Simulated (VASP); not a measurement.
Set up this calculation in VASP 6.6.1, as the native input.

```
Task                   : single point
Functional             : LDA
Potentials or basis    : VASP PAW LDA potentials, release 64 (Rb_sv, V_sv, F)
Cutoff                 : 520 eV
k mesh                 : 5 × 5 × 5
Occupations            : gaussian, width 0.05 eV
Spin                   : collinear spin, ferromagnetic start
Starting moments       : [0.0, 2.48, 0.02, 0.02, 0.02] μB
Hubbard terms          : V d U = 4.0 eV
Dipole correction      : no
Further INCAR settings : ALGO = Normal; EDIFF = 1e-06; NBANDS = 34
```

The structure of RbVF3 lies in POSCAR:

```
RbVF3
1.0
    4.1819996800      0.0000000000      0.0000000000
    0.0000000000      4.1819996800      0.0000000000
    0.0000000000      0.0000000000      4.1819996800
Rb V F
1 1 3
Direct
    0.0000000000      0.0000000000      0.0000000000
    0.5000000000      0.5000000000      0.5000000000
    0.5000000000      0.5000000000      0.0000000000
    0.0000000000      0.5000000000      0.5000000000
    0.5000000000      0.0000000000      0.5000000000
```

These files were run (other wordings do the same):

INCAR

```
SYSTEM = RbVF3
  ALGO = Normal
  EDIFF = 1E-6
  ENCUT = 520
  ISIF = 2
  ISMEAR = 0
  ISPIN = 2
  LASPH = .True.
  LCHARG = .False.
  LDAU = .True.
  LDAUJ = 0 0 0
  LDAUL = -1 2 -1
  LDAUPRINT = 1
  LDAUTYPE = 2
  LDAUU = 0 4 0
  LMAXMIX = 4
  LORBIT = 11
  LREAL = .False.
  LWAVE = .False.
  MAGMOM = 0 2.48 0.02 0.02 0.02
  NBANDS = 34
  NELM = 150
  PREC = Accurate
  SIGMA = 0.05
```

KPOINTS

```
k-points
0
Gamma
  5 5 5
  0 0 0
```

Potentials or basis: VASP PAW LDA potentials, release 64 (Rb_sv, V_sv, F).

Launch:

```console
$ cat potpaw_LDA.64/Rb_sv/POTCAR potpaw_LDA.64/V_sv/POTCAR potpaw_LDA.64/F/POTCAR > POTCAR
$ mpirun -np 1 vasp_std > vasp.out
```

Results of the run:

* Pressure: -3.3 GPa
* Band gap on the k mesh: 2.28 eV (least direct gap 3.38 eV)
* Net moment: 3.00 μB per cell
* Site moments: Rb +0.00; V +2.72; F +0.01 μB
* Valence electrons inside the program's atomic spheres: Rb 7.30; V 11.35; F 6.08

Caveat: the cell stands under tension; an odd mesh through Γ misses points on the zone boundary, where band edges can lie.

Run time: 30 s on 1 thread of AMD EPYC 7R13 Processor (Zen 3), on a shared host, peak memory 0.15 GiB.
